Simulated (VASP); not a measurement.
Set up this calculation in VASP 6.6.1, as the native input.

* Task: single point
* Functional: r2SCAN
* Potentials or basis: VASP PAW PBE potentials, release 64 (Mg)
* Cutoff: 520 eV
* k mesh: 18 × 18 × 6
* Occupations: gaussian, width 0.1 eV
* Spin: no spin polarisation
* Dipole correction: no
* Further INCAR settings: ALGO = Normal; EDIFF = 1e-07; NBANDS = 12

Crystal: Mg.

```xyz
4
Lattice="3.1904 0.0000 0.0000 -1.5952 2.7630 0.0000 0.0000 0.0000 10.2658" Properties=species:S:1:pos:R:3 pbc="T T T"
Mg    0.0000    0.0000    0.0000
Mg    0.0000    1.8420    2.5664
Mg    0.0000    0.0000    5.1329
Mg    1.5952    0.9210    7.6993
```

These files were run (other wordings do the same):

POSCAR

```
Mg
1.0
    3.1903811026      0.0000000000      0.0000000000
   -1.5951905513      2.7629510826      0.0000000000
    0.0000000000      0.0000000000     10.2657741450
Mg
4
Direct
    0.0000000000      0.0000000000      0.0000000000
    0.3333333333      0.6666666667      0.2500000000
    0.0000000000      0.0000000000      0.5000000000
    0.6666666667      0.3333333333      0.7500000000
```

INCAR.step1

```
PREC     = Accurate       # precision mode
ENCUT    = 520            # plane-wave cutoff, eV
ISMEAR   = 0              # smearing method
SIGMA    = 0.1            # smearing width, eV
LREAL    = False          # projectors in reciprocal space
LASPH    = True           # aspherical terms in the spheres
NELM     = 60             # most SCF steps
NBANDS   = 12             # bands
GGA      = PE             # functional
ALGO     = Normal         # electronic algorithm
EDIFF    = 1E-4           # SCF threshold, eV
LWAVE    = True           # write WAVECAR
LCHARG   = False          # write CHGCAR
```

INCAR.step2

```
PREC     = Accurate       # precision mode
ENCUT    = 520            # plane-wave cutoff, eV
EDIFF    = 1E-7           # SCF threshold, eV
ISMEAR   = 0              # smearing method
SIGMA    = 0.1            # smearing width, eV
LREAL    = False          # projectors in reciprocal space
LASPH    = True           # aspherical terms in the spheres
NELM     = 60             # most SCF steps
ALGO     = Normal         # electronic algorithm
ISIF     = 2              # what is computed and relaxed
LWAVE    = False          # write WAVECAR
LCHARG   = True           # write CHGCAR
METAGGA  = R2SCAN         # meta-GGA
LMIXTAU  = True         
LELF     = True           # ELF
LVHAR    = True         
NBANDS   = 12             # bands
ISTART   = 1
```

KPOINTS

```
Automatic mesh
0
Gamma
  18 18 6
```

Potentials or basis: VASP PAW PBE potentials, release 64 (Mg).

Run with:

```sh
$ cat potpaw_PBE.64/Mg/POTCAR > POTCAR
$ cp INCAR.step1 INCAR
$ mpirun -np 1 vasp_std > vasp.out
$ cp INCAR.step2 INCAR
$ mpirun -np 1 vasp_std > vasp.out
```

Results of the run:

- Pressure: -0.3 GPa
- Band gap on the k mesh: zero (bands 4 and 5 overlap by 2.10 eV)

Caveat: the PAW data sets were made with another functional, which shifts forces and pressure a little.

It took 9.7 min on 1 thread of Intel Xeon 8259CL, on a shared host, peak memory 0.31 GiB.
